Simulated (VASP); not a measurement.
The system is Os2I.

```
Os I
1.0
     5.38521    0.00000    0.00000
     0.00000    5.38521    0.00000
     0.00000    0.00000    5.38521
Os I
4 2
Cartesian
  1.3463 1.3463 1.3463
  1.3463 4.0389 4.0389
  4.0389 4.0389 1.3463
  4.0389 1.3463 4.0389
  0.0000 0.0000 0.0000
  2.6926 2.6926 2.6926
```

- Program: VASP 6.6.1
- Task: relaxation of cell and atoms
- Functional: PBE
- Potentials or basis: VASP PAW PBE potentials, release 64 (Os, I)
- Cutoff: 600 eV
- k mesh: 4 × 4 × 4
- Occupations: gaussian, width 0.1 eV
- Spin: no spin polarisation

At the start: pressure 14.9 GPa; volume 26.03 Å³/atom.

Task: How do energy, volume and symmetry change on relaxing?

Result: Over 4 steps the energy falls by 155.8 meV/atom and the volume is 29.91 Å³/atom (+14.9 %); space group Pn-3m (No. 224, to 0.1 Å) before and after.

The path:
```
step  energy change (eV)  largest force (eV/Å)  pressure (GPa)  volume (Å³)
   1              0.0000                0.0000           14.86       156.17
   2              0.3894                0.0000           -9.11       217.32
   3             -0.9336                0.0000           -0.44       180.28
   4             -0.9350                0.0000           -0.09       179.44
```

Final structure:
```
Os I
1.0
     5.64031    0.00000    0.00000
     0.00000    5.64031    0.00000
     0.00000    0.00000    5.64031
Os I
4 2
Direct
  0.25000 0.25000 0.25000
  0.25000 0.75000 0.75000
  0.75000 0.75000 0.25000
  0.75000 0.25000 0.75000
  0.00000 0.00000 0.00000
  0.50000 0.50000 0.50000
```
